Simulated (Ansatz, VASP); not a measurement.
MnO2 in VASP and in Ansatz

```
Mn O
1.0
     2.71652    0.00000    0.00000
    -1.35826    2.35257    0.00000
     0.00000    0.00000    4.37576
Mn O
1 2
Direct
  0.00000 0.00000 0.50000
  0.66667 0.33333 0.29371
  0.33333 0.66667 0.70629
```

Alike in both runs: task single point; functional PBE; k mesh 12 × 12 × 6; occupations gaussian, width 0.02 eV; collinear spin; Hubbard terms Mn d U = 3.9 eV.

```csv
,VASP,Ansatz
version,VASP 6.6.1,Ansatz 0.2.0
potentials or method,"VASP PAW PBE potentials, release 64 (Mn_pv, O), cutoff 520 eV","scalar-relativistic, plane waves, PAW"
valence electrons in the cell,25,27
```

Ansatz gave:

- gap on the k mesh at the Fermi level (eV): 2.29
- least direct gap on the mesh (eV): 2.40
- rms of the force components (eV/Å): 1.484
- net moment per atom (μB): 1.00
- size of the moment on the site where the two differ most (μB): 2.50

Task: What did VASP give for the same quantities?

Result: gap on the k mesh at the Fermi level (eV): 2.39; least direct gap on the mesh (eV): 2.49; rms of the force components (eV/Å): 1.550; net moment per atom (μB): 1.00; size of the moment on the site where the two differ most (μB): 2.94.

Site moments also hang on the region over which each program counts them. The programs project onto different local orbitals, so the same U acts differently, and such runs can settle in different states. Atom by atom the forces differ by 0.066 eV/Å (rms over components). VASP's potentials hold 25 valence electrons a cell and Ansatz's 27, so a difference there can come from the potentials and not from the codes.
